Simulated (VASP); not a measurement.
Crystal: SiSb.

```
Si Sb
1.0
     0.00000    2.98914    2.98914
     2.98914    0.00000    2.98914
     2.98914    2.98914    0.00000
Si Sb
1 1
Cartesian
  0.0000 0.0000 0.0000
  1.4946 1.4946 1.4946
```

```yaml
Program: VASP 6.6.1
Task: relaxation of cell and atoms
Functional: PBE
Potentials_or_basis: VASP PAW PBE potentials, release 64 (Si, Sb)
Cutoff: 500 eV
k_mesh: 5 × 5 × 5
Occupations: methfessel-paxton, width 0.05 eV
Spin: no spin polarisation
```

At the start: pressure 4.8 GPa; volume 26.71 Å³/atom.

Where does the relaxation end?

Over 3 steps the energy falls by 36.0 meV/atom and the volume is 29.50 Å³/atom (+10.5 %); space group F-43m (No. 216, to 0.05 Å).

The path:
```tsv
step	energy change (eV)	largest force (eV/Å)	pressure (GPa)	volume (Å³)
1	0.0000	0.0000	4.76	53.42
2	-0.0711	0.0000	-0.38	59.79
3	-0.0720	0.0000	0.02	59.00
```

Final structure:
```yaml
crystal:
  lattice:
    - [0.00000, 3.08994, 3.08994]
    - [3.08994, 0.00000, 3.08994]
    - [3.08994, 3.08994, 0.00000]
  atoms:
    - { symbol: Si, position: [0.00000, 0.00000, 0.00000] }
    - { symbol: Sb, position: [0.25000, 0.25000, 0.25000] }
```

Caveat: the k points lie up to 0.35 Å⁻¹ apart in the final cell.
